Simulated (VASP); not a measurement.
# NaScSe2: single point with PBE

Crystal: NaScSe2.

```xyz
4
Lattice="4.0046 0.0000 0.0000 0.0000 4.0046 0.0000 0.0000 0.0000 5.4276" Properties=species:S:1:pos:R:3 pbc="T T T"
Na    0.0000    0.0000    0.0000
Se    0.0000    0.0000    2.7138
Se    2.0023    2.0023    0.0000
Sc    2.0023    2.0023    2.7138
```

```
Program                : VASP 6.6.1
Task                   : single point
Functional             : PBE
Potentials or basis    : VASP PAW PBE potentials, release 64 (Na_pv, Se, Sc_sv)
Cutoff                 : 520 eV
k mesh                 : 6 × 6 × 4
Occupations            : fermi-dirac, width 0.02 eV
Spin                   : no spin polarisation
Dipole correction      : no
Further INCAR settings : ALGO = Normal; EDIFF = 1e-06; NBANDS = 23
```

```
Pressure               : 1.1 GPa
Band gap on the k mesh : zero (bands 15 and 16 overlap by 0.03 eV)
```

Stress tensor (GPa, compression positive):
```
0.90 0.00 0.00
0.00 0.90 0.00
0.00 0.00 1.55
```

Levels at points of the mesh, in eV from the Fermi level:
| k point | band 12 | band 13 | band 14 | band 15 | band 16 | band 17 | band 18 | band 19 |
| --- | --- | --- | --- | --- | --- | --- | --- | --- |
| (0.00, 0.00, 0.00) | -1.89 | -0.19 | -0.02 | 0.03 | 0.03 | 1.16 | 1.44 | 1.44 |
| (0.50, 0.00, 0.00) | -2.44 | -2.42 | -1.93 | -0.27 | 1.60 | 1.89 | 2.16 | 2.36 |
| (0.50, 0.50, 0.00) | -1.56 | -1.46 | -1.19 | -1.19 | 0.62 | 0.62 | 1.87 | 2.17 |
| (0.00, 0.00, 0.50) | -1.66 | -1.66 | -0.85 | -0.85 | 0.04 | 1.17 | 2.19 | 2.48 |
| (0.50, 0.00, 0.50) | -2.70 | -2.47 | -0.67 | -0.44 | 1.93 | 2.38 | 2.53 | 4.01 |
| (0.50, 0.50, 0.50) | -2.86 | -2.46 | -2.46 | -1.97 | 2.03 | 2.03 | 2.17 | 2.18 |

It took 43 s on 1 thread of Intel(R) Xeon(R) Platinum 8488C (Sapphire Rapids), with other jobs on the host, peak memory 0.22 GiB.

Caveat: semilocal functionals underestimate gaps, and a narrow one can read as zero.
